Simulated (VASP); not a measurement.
# VWC2 (R-3m) in VASP: further runs

Aim: see how the results for VWC2 move with the level of theory and the settings. Levels: PBE, PBEsol. Tasks: single point.

All numbers are computed with VASP 6.6.1; they aren't measurements. Logs are shortened: lines on timing, memory, paths and dates and some standing lists are left out, and cuts for length are marked.

## (1) The cell of the first run

The structure is trigonal, space group R-3m (No. 166). Conventional cell: a = 3.034 Å, b = 3.034 Å, c = 14.802 Å, α = 90.00°, β = 90.00°, γ = 120.00°. W (site symmetry -3m) has 6 C at 2.17 Å within 2.9 Å. Within 2.8 Å of V (site symmetry -3m) lie 6 C at 2.11 Å. Within 2.8 Å of C (site symmetry 3m) lie 3 V at 2.11 Å and 3 W at 2.17 Å.

## (2) Single point, PBE, collinear spin, ferromagnetic start

INCAR reads:

```
ALGO = Normal ; EDIFF = 1E-6
ENCUT = 520 ; GGA = PE
ISIF = 2 ; ISMEAR = -1
ISPIN = 2 ; LASPH = T
LCHARG = F ; LMAXMIX = 4
LORBIT = 11 ; LREAL = F
LWAVE = F ; MAGMOM = 0 2.5 0 0
NBANDS = 30 ; NELM = 150
NUPDOWN = 2.5 ; PREC = Accurate
SIGMA = 0.05
```

KPOINTS reads:

```
k-points
0
Gamma
  9 9 9
```

POSCAR reads:

```
VWC2
1.0
    1.5170411163      0.8758640969      4.9338931930
   -1.5170411163      0.8758640969      4.9338931930
    0.0000000000     -1.7517281937      4.9338931930
W V C
1 1 2
Direct
    0.0000000000      0.0000000000      0.0000000000
    0.5000000000      0.5000000000      0.5000000000
    0.2464940000      0.2464940000      0.2464940000
    0.7535060000      0.7535060000      0.7535060000
```

Potentials or basis: VASP PAW PBE potentials, release 64 (W_sv, V_sv, C).

Launch:

```console
$ cat potpaw_PBE.64/W_sv/POTCAR potpaw_PBE.64/V_sv/POTCAR potpaw_PBE.64/C/POTCAR > POTCAR
$ mpirun -np 1 vasp_std > vasp.out
```

OUTCAR:

```text
EDIFF = 1E-6
   ENCUT = 520
   GGA = PE
   ISIF = 2
   ISMEAR = -1
   ISPIN = 2
   LASPH = T
   LORBIT = 11
   LREAL = F
   NELM = 150
   NUPDOWN = 2.5
   PREC = Accurate

 ion  position               nearest neighbor table
   1  0.000  0.000  0.000-   4 2.17   3 2.17   4 2.17   4 2.17   3 2.17   3 2.17   2 3.03   2 3.03
                             2 3.03   2 3.03   2 3.03   2 3.03
   2  0.500  0.500  0.500-   3 2.11   4 2.11   3 2.11   3 2.11   4 2.11   4 2.11   1 3.03   1 3.03
                             1 3.03   1 3.03   1 3.03   1 3.03
   3  0.246  0.246  0.246-   2 2.11   2 2.11   2 2.11   1 2.17   1 2.17   1 2.17
   4  0.754  0.754  0.754-   2 2.11   2 2.11   2 2.11   1 2.17   1 2.17   1 2.17

  LATTYP: Found a trigonal (rhomboedric) cell.
 ALAT       =     5.2356330758
 COS(alpha) =     0.8320862373

  Lattice vectors:

 A1 = (   1.5170411163,   0.8758640969,   4.9338931930)
 A2 = (  -1.5170411163,   0.8758640969,   4.9338931930)
 A3 = (   0.0000000000,  -1.7517281937,   4.9338931930)

Analysis of symmetry for initial positions (statically):
=====================================================================
 Subroutine PRICEL returns:
 Original cell was already a primitive cell.

 Routine SETGRP: Setting up the symmetry group for a
 trigonal (rhombohedral) supercell.

 Subroutine GETGRP returns: Found 12 space group operations
 (whereof 12 operations were pure point group operations)
 out of a pool of 12 trial point group operations.

The static configuration has the point symmetry D_3d.

Analysis of symmetry for dynamics (positions and initial velocities):
=====================================================================
 Subroutine PRICEL returns:
 Original cell was already a primitive cell.

 Routine SETGRP: Setting up the symmetry group for a
 trigonal (rhombohedral) supercell.

 Subroutine GETGRP returns: Found 12 space group operations
 (whereof 12 operations were pure point group operations)
 out of a pool of 12 trial point group operations.

The dynamic configuration has the point symmetry D_3d.

Analysis of structural, dynamic, and magnetic symmetry:
=====================================================================
 Subroutine PRICEL returns:
 Original cell was already a primitive cell.

 Routine SETGRP: Setting up the symmetry group for a
 trigonal (rhombohedral) supercell.

 Subroutine GETGRP returns: Found 12 space group operations
 (whereof 12 operations were pure point group operations)
 out of a pool of 12 trial point group operations.

The overall configuration has the point symmetry D_3d.

 Subroutine INISYM returns: Found 12 space group operations
[... 129 lines left out ...]
   IVDW    =     0    specifies the selected vdW correction
   LEPSILON=     F    determine dielectric tensor
   LRPA    =     F    only Hartree local field effects (RPA)
 spin polarized calculation
  energy-cutoff  :      520.00
  volume of cell :       39.33
 maximum number of plane-waves:      1075
   NGX = 19   NGY = 19   NGZ = 19

 number of electron      35.0000005 magnetization       2.5000001

 Free energy of the ion-electron system (eV)
  ---------------------------------------------------
  ext. energy  EPLUGINS =         0.00000000
  ---------------------------------------------------
  free energy    TOTEN  =       -39.90890382 eV

  energy without entropy =      -39.88248632  energy(sigma->0) =      -39.89569507

 E-fermi :  10.5106     XC(G=0): -13.5217

 val. band max:       12.2326056992   @ k =  -0.3333   0.3333   0.1111
 cond. band min:      10.5330283633   @ k =   0.4444   0.3333   0.3333
 fundamental gap:     -1.6995773359
 Fermi energy:        12.2343675274

 spin component 1

 k-point     1 :       0.0000    0.0000    0.0000
  band No.  band energies     occupation
      1     -63.6857      1.00000
      2     -53.5348      1.00000
      3     -28.1220      1.00000
      4     -27.7666      1.00000
      5     -27.7666      1.00000
      6     -27.3908      1.00000
[... 757 lines left out ...]
     28      20.5622      0.00000
     29      24.6520      0.00000

 [... further k-points ...]

 spin component 2

 k-point     1 :       0.0000    0.0000    0.0000
  band No.  band energies     occupation
      1     -63.3682      1.00000
      2     -52.1031      1.00000
      3     -27.6382      1.00000
      4     -27.3432      1.00000
      5     -27.3432      1.00000
      6     -26.0517      1.00000
[... 757 lines left out ...]
     28      21.0819      0.00000
     29      25.0683      0.00000

 [... further k-points ...]

 [bands above 29 left out]

------------------------ aborting loop because EDIFF is reached ----------------------------------------

  FORCE on cell =-STRESS in cart. coord.  units (eV):
  Direction    XX          YY          ZZ          XY          YZ          ZX
  --------------------------------------------------------------------------------------
  -------------------------------------------------------------------------------------
  Total        2.1490856      2.1490856      1.9369220      0.0000000      0.0000000      0.0000000
  in kB       87.5365082     87.5365082     78.8946645      0.0000000      0.0000000      0.0000000
  external PRESSURE =      84.6558937 kB  Pullay stress =       0.0000000 kB

 VOLUME and BASIS-vectors are now :
 -----------------------------------------------------------------------------
  energy-cutoff  :      520.00
  volume of cell :       39.33
      direct lattice vectors                 reciprocal lattice vectors
     1.517041116  0.875864097  4.933893193     0.329588957  0.190288273  0.067559901
    -1.517041116  0.875864097  4.933893193    -0.329588957  0.190288273  0.067559901
     0.000000000 -1.751728194  4.933893193     0.000000000 -0.380576547  0.067559901

 POSITION                                       TOTAL-FORCE (eV/Angst)
 -----------------------------------------------------------------------------------
      0.00000      0.00000      0.00000        -0.000000      0.000000      0.000000
      0.00000      0.00000      7.40084         0.000000      0.000000      0.000000
      0.00000      0.00000      3.64853        -0.000000      0.000000      0.532146
      0.00000      0.00000     11.15315        -0.000000     -0.000000     -0.532146
 -----------------------------------------------------------------------------------
    total drift:                               -0.000000     -0.000000      0.000000

  FREE ENERGIE OF THE ION-ELECTRON SYSTEM (eV)
  ---------------------------------------------------
  free  energy   TOTEN  =       -39.9089038172 eV

  energy  without entropy=      -39.8824863226  energy(sigma->0) =      -39.89569507

 total charge

# of ion       s       p       d       tot
------------------------------------------
    1        2.326   6.396   3.390  12.113
    2        2.238   6.281   3.194  11.713
    3        0.879   1.555   0.000   2.435
    4        0.879   1.555   0.000   2.435
--------------------------------------------------
tot          6.323  15.788   6.584  28.695

 magnetization (x)

# of ion       s       p       d       tot
------------------------------------------
    1        0.011   0.009   0.635   0.655
    2        0.014   0.019   1.391   1.424
    3       -0.000   0.047   0.000   0.047
    4       -0.000   0.047   0.000   0.047
--------------------------------------------------
tot          0.024   0.122   2.026   2.172
```

OSZICAR:

```text
N       E                     dE             d eps       ncg     rms          rms(c)
DAV:   1     0.362773173305E+03    0.36277E+03   -0.17838E+04 10248   0.129E+03
DAV:   2    -0.283675422866E+02   -0.39114E+03   -0.37337E+03 10774   0.420E+02
DAV:   3    -0.476973701568E+02   -0.19330E+02   -0.18887E+02 11922   0.941E+01
DAV:   4    -0.479751292272E+02   -0.27776E+00   -0.27725E+00 11148   0.115E+01
DAV:   5    -0.479774511345E+02   -0.23219E-02   -0.23217E-02 11756   0.116E+00    0.447E+01
DAV:   6    -0.415788658943E+02    0.63986E+01   -0.31022E+01 12562   0.468E+01    0.176E+01
DAV:   7    -0.425983809627E+02   -0.10195E+01   -0.39911E+01 11610   0.429E+01    0.200E+01
DAV:   8    -0.400192223630E+02    0.25792E+01   -0.10582E+01 11750   0.158E+01    0.936E+00
DAV:   9    -0.399338810781E+02    0.85341E-01   -0.90010E-01 11670   0.568E+00    0.300E+00
DAV:  10    -0.399087731025E+02    0.25108E-01   -0.12390E-01 11032   0.294E+00    0.112E+00
DAV:  11    -0.399091733622E+02   -0.40026E-03   -0.17557E-02 12008   0.716E-01    0.644E-01
DAV:  12    -0.399089189492E+02    0.25441E-03   -0.13332E-03 10810   0.332E-01    0.256E-01
DAV:  13    -0.399089056054E+02    0.13344E-04   -0.11926E-03 11382   0.199E-01    0.696E-02
DAV:  14    -0.399089047135E+02    0.89197E-06   -0.67557E-05 11082   0.649E-02    0.272E-02
DAV:  15    -0.399089035312E+02    0.11822E-05   -0.91470E-06 11686   0.210E-02    0.117E-02
DAV:  16    -0.399089038172E+02   -0.28598E-06   -0.27163E-06  6900   0.902E-03
   1 F= -.39908904E+02 E0= -.39895695E+02  d E =-.264175E-01  mag=     2.5000
```

Run time: 7.5 min. Hardware: 1 thread of Intel Xeon Platinum 8259CL at 2.50GHz (Skylake/Cascade Lake), shared host; peak memory 0.4 GiB.

Results:

```yaml
Free_energy: -39.9089 eV
Pressure: 8.5 GPa
Largest_force: 0.532 eV/Å
Net_moment: 2.50 μB per cell
Site_moments: W +0.66; V +1.42; C +0.05 μB
Valence_electrons_inside_the_program's_atomic_spheres: W 12.11; V 11.71; C 2.44
```

Forces in eV/Å, atoms in the order of the input:
```
W    0.000  0.000  0.000
V    0.000  0.000  0.000
C    0.000  0.000  0.532
C    0.000  0.000 -0.532
```

Caveat: spin-orbit coupling is left out, which moves the levels of the heavy elements; the total moment is fixed, so each spin has its own Fermi level.

## (3) Single point, PBE, collinear spin, ferromagnetic start

INCAR reads:

```
SYSTEM = VWC2
PREC = Accurate ; ENCUT = 520
EDIFF = 1E-6 ; ISMEAR = -1
SIGMA = 0.05 ; LREAL = .False.
LASPH = .True. ; NELM = 150
ALGO = Normal ; ISIF = 2
LWAVE = .False. ; LCHARG = .False.
ISPIN = 2 ; MAGMOM = 0 3 0 0
LORBIT = 11 ; NUPDOWN = 3.0
LMAXMIX = 4 ; GGA = PE
NBANDS = 30
```

KPOINTS reads:

```
regular mesh
0
Gamma
  9 9 9
  0 0 0
```

POSCAR is that of step 2.

Potentials or basis: VASP PAW PBE potentials, release 64 (W_sv, V_sv, C).

Launch:

```console
$ cat potpaw_PBE.64/W_sv/POTCAR potpaw_PBE.64/V_sv/POTCAR potpaw_PBE.64/C/POTCAR > POTCAR
$ mpirun -np 1 vasp_std > vasp.out
```

Wall time 7 min (1 thread of Intel Xeon Platinum 8259CL at 2.50GHz (Skylake/Cascade Lake), shared host); peak memory 0.4 GiB.

It converged, with:

* Free energy: -39.3947 eV
* Pressure: 12.2 GPa
* Largest force: 0.593 eV/Å
* Net moment: 3.00 μB per cell
* Site moments: W +0.80; V +1.59; C +0.09 μB
* Valence electrons inside the program's atomic spheres: W 12.12; V 11.73; C 2.43

Forces on the atoms (eV/Å):
```
W    0.000  0.000  0.000
V    0.000  0.000  0.000
C    0.000  0.000  0.593
C    0.000  0.000 -0.593
```

Stress tensor (GPa, compression positive):
```
12.76  0.00  0.00
 0.00 12.76  0.00
 0.00  0.00 11.04
```

Caveat: spin-orbit coupling is left out, which moves the levels of the heavy elements; the total moment is fixed, so each spin has its own Fermi level.

## (4) Single point, PBEsol, collinear spin, ferromagnetic start (volume scaled by 1.04)

INCAR reads:

```
PREC     = Accurate       # precision mode
ENCUT    = 520            # plane-wave cutoff, eV
EDIFF    = 1E-6           # SCF threshold, eV
ISMEAR   = -1             # smearing method
SIGMA    = 0.05           # smearing width, eV
LREAL    = False          # projectors in reciprocal space
LASPH    = True           # aspherical terms in the spheres
NELM     = 150            # most SCF steps
ALGO     = Normal         # electronic algorithm
ISIF     = 2              # what is computed and relaxed
LWAVE    = False          # write WAVECAR
LCHARG   = False          # write CHGCAR
ISPIN    = 2              # spin polarisation
MAGMOM   = 0 2 0 0        # initial moments
LORBIT   = 11             # projections on sites
LMAXMIX  = 4              # l up to which the mixer works
GGA      = PS             # functional
NBANDS   = 30             # bands
```

KPOINTS reads:

```
Automatic mesh
0
Gamma
  10 10 10
```

POSCAR reads:

```
VWC2
1.0
    1.5370044730      0.8873899462      4.9988202859
   -1.5370044730      0.8873899462      4.9988202859
    0.0000000000     -1.7747798924      4.9988202859
W V C
1 1 2
Direct
    0.0000000000      0.0000000000      0.0000000000
    0.5000000000      0.5000000000      0.5000000000
    0.2464940000      0.2464940000      0.2464940000
    0.7535060000      0.7535060000      0.7535060000
```

Potentials or basis: VASP PAW PBE potentials, release 64 (W_sv, V_sv, C).

Launch:

```console
$ cat potpaw_PBE.64/W_sv/POTCAR potpaw_PBE.64/V_sv/POTCAR potpaw_PBE.64/C/POTCAR > POTCAR
$ mpirun -np 1 vasp_std > vasp.out
```

OUTCAR:

```text
PREC = Accurate
   ENCUT = 520
   EDIFF = 1E-6
   ISMEAR = -1
   LREAL = False
   LASPH = True
   NELM = 150
   ISIF = 2
   ISPIN = 2
   LORBIT = 11
   GGA = PS

 ion  position               nearest neighbor table
   1  0.000  0.000  0.000-   4 2.20   3 2.20   4 2.20   4 2.20   3 2.20   3 2.20   2 3.07   2 3.07
                             2 3.07   2 3.07   2 3.07   2 3.07
   2  0.500  0.500  0.500-   3 2.14   4 2.14   3 2.14   3 2.14   4 2.14   4 2.14   1 3.07   1 3.07
                             1 3.07   1 3.07   1 3.07   1 3.07
   3  0.246  0.246  0.246-   2 2.14   2 2.14   2 2.14   1 2.20   1 2.20   1 2.20
   4  0.754  0.754  0.754-   2 2.14   2 2.14   2 2.14   1 2.20   1 2.20   1 2.20

  LATTYP: Found a trigonal (rhomboedric) cell.
 ALAT       =     5.3045308857
 COS(alpha) =     0.8320862373

  Lattice vectors:

 A1 = (   1.5370044730,   0.8873899462,   4.9988202859)
 A2 = (  -1.5370044730,   0.8873899462,   4.9988202859)
 A3 = (   0.0000000000,  -1.7747798924,   4.9988202859)

Analysis of symmetry for initial positions (statically):
[... 1746 lines left out ...]

  FORCE on cell =-STRESS in cart. coord.  units (eV):
  Direction    XX          YY          ZZ          XY          YZ          ZX
  --------------------------------------------------------------------------------------
  -------------------------------------------------------------------------------------
  Total       -5.4474744     -5.4474744     -5.4671297      0.0000000      0.0000000      0.0000000
  in kB     -213.3523205   -213.3523205   -214.1221291      0.0000000      0.0000000      0.0000000
  external PRESSURE =    -213.6089234 kB  Pullay stress =       0.0000000 kB

 VOLUME and BASIS-vectors are now :
 -----------------------------------------------------------------------------
  energy-cutoff  :      520.00
  volume of cell :       40.91
      direct lattice vectors                 reciprocal lattice vectors
     1.537004473  0.887389946  4.998820286     0.325308097  0.187816717  0.066682400
    -1.537004473  0.887389946  4.998820286    -0.325308097  0.187816717  0.066682400
     0.000000000 -1.774779892  4.998820286     0.000000000 -0.375633435  0.066682400

 POSITION                                       TOTAL-FORCE (eV/Angst)
 -----------------------------------------------------------------------------------
      0.00000      0.00000      0.00000         0.000000      0.000000     -0.000000
      0.00000      0.00000      7.49823         0.000000      0.000000     -0.000000
      0.00000      0.00000      3.69654         0.000000     -0.000000      0.259165
      0.00000      0.00000     11.29992         0.000000      0.000000     -0.259165
 -----------------------------------------------------------------------------------
    total drift:                               -0.000000     -0.000000      0.000000

  FREE ENERGIE OF THE ION-ELECTRON SYSTEM (eV)
  ---------------------------------------------------
  free  energy   TOTEN  =       -43.2922289902 eV

  energy  without entropy=      -43.2705053064  energy(sigma->0) =      -43.28136715

 total charge

# of ion       s       p       d       tot
------------------------------------------
    1        2.316   6.366   3.350  12.033
    2        2.235   6.270   3.097  11.601
    3        0.864   1.512   0.000   2.376
    4        0.864   1.512   0.000   2.376
--------------------------------------------------
tot          6.280  15.659   6.447  28.386

 magnetization (x)

# of ion       s       p       d       tot
------------------------------------------
    1        0.000   0.000   0.000   0.000
    2       -0.000  -0.000  -0.000  -0.000
    3        0.000   0.000   0.000   0.000
    4        0.000   0.000   0.000   0.000
--------------------------------------------------
tot          0.000   0.000  -0.000  -0.000
```

stdout:

```text
POSCAR found type information on POSCAR W V C
 POSCAR found :  3 types and       4 ions
 scaLAPACK will be used
 -----------------------------------------------------------------------------
|                                                                             |
|                                                                             |
|     You enforced a specific xc type in the INCAR file but a different       |
|     I HOPE YOU KNOW WHAT YOU ARE DOING!                                     |
|                                                                             |
 -----------------------------------------------------------------------------

 LDA part: xc-table for (Slater+PW92), standard interpolation
 POSCAR, INCAR and KPOINTS ok, starting setup
 FFT: planning ... GRIDC
 FFT: planning ... GRID_SOFT
 FFT: planning ... GRID
 WAVECAR not read
 entering main loop
```

Run time: 11 min. Hardware: 1 thread of Intel Xeon Platinum 8488C (Sapphire Rapids), shared host; peak memory 0.45 GiB.

Results:

* Free energy: -43.2922 eV
* Pressure: -21.4 GPa
* Largest force: 0.259 eV/Å
* Net moment: 0.00 μB per cell
* Valence electrons inside the program's atomic spheres: W 12.03; V 11.60; C 2.38

Forces in eV/Å, atoms in the order of the input:
```
W    0.000  0.000  0.000
V    0.000  0.000  0.000
C    0.000  0.000  0.259
C    0.000  0.000 -0.259
```

Caveat: the PAW data sets were made with another functional, which shifts forces and pressure a little; spin-orbit coupling is left out, which moves the levels of the heavy elements.

(Part 1 of 2 ends here.)
